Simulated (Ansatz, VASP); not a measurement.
CdTe: VASP beside Ansatz

The input INCAR:

```
  ALGO = Normal
  EDIFF = 1E-6
  ENCUT = 520
  GGA = PS
  ISIF = 2
  ISMEAR = -1
  LASPH = True
  LCHARG = False
  LREAL = False
  LWAVE = False
  NBANDS = 16
  NELM = 60
  PREC = Accurate
  SIGMA = 0.05
```

KPOINTS

```
k-points
0
Gamma
  13 13 13
```

POSCAR

```
CdTe
1.0
    0.0000000000      2.8741664576      2.8741664576
    2.8741664576      0.0000000000      2.8741664576
    2.8741664576      2.8741664576      0.0000000000
Cd Te
1 1
Direct
    0.0000000000      0.0000000000      0.0000000000
    0.5000000000      0.5000000000      0.5000000000
```

Input for Ansatz:

```yaml
crystal:
  lattice:
    - [0.0, 2.8741664576, 2.8741664576]
    - [2.8741664576, 0.0, 2.8741664576]
    - [2.8741664576, 2.8741664576, 0.0]
  atoms:
    - { symbol: Cd, position: [0.0, 0.0, 0.0] }
    - { symbol: Te, position: [0.5, 0.5, 0.5] }
kpoints:
  mp_grid: { grid: [13, 13, 13] }
scf:
  occupations: { method: fermi_dirac, width: 0.05 }
hamiltonian:
  xc: pbesol
  pseudopotentials: { kind: all_electron, lapw: { basis_error: 0.001 } }
output:
  forces: true
  stress: true
  eigenvalues: true
  populations: true
```

Change from the starting cell: volume scaled by 0.88, LAPW.

Alike in both runs: task single point; functional PBEsol; k mesh 13 × 13 × 13; occupations fermi-dirac, width 0.05 eV; no spin polarisation.

|  | VASP | Ansatz |
| --- | --- | --- |
| version | VASP 6.6.1 | Ansatz 0.2.0 |
| potentials or method | VASP PAW PBE potentials, release 64 (Cd, Te), cutoff 520 eV | all-electron LAPW, scalar-relativistic |

Ansatz gave:

- pressure (GPa): 9.8

Q: Estimate VASP's values.

A: Pressure (GPa): 10.3.

VASP's potentials were made for PBE, not for PBEsol. Ansatz ran all-electron here, and VASP with PAW potentials.

Spin-orbit coupling is off throughout.
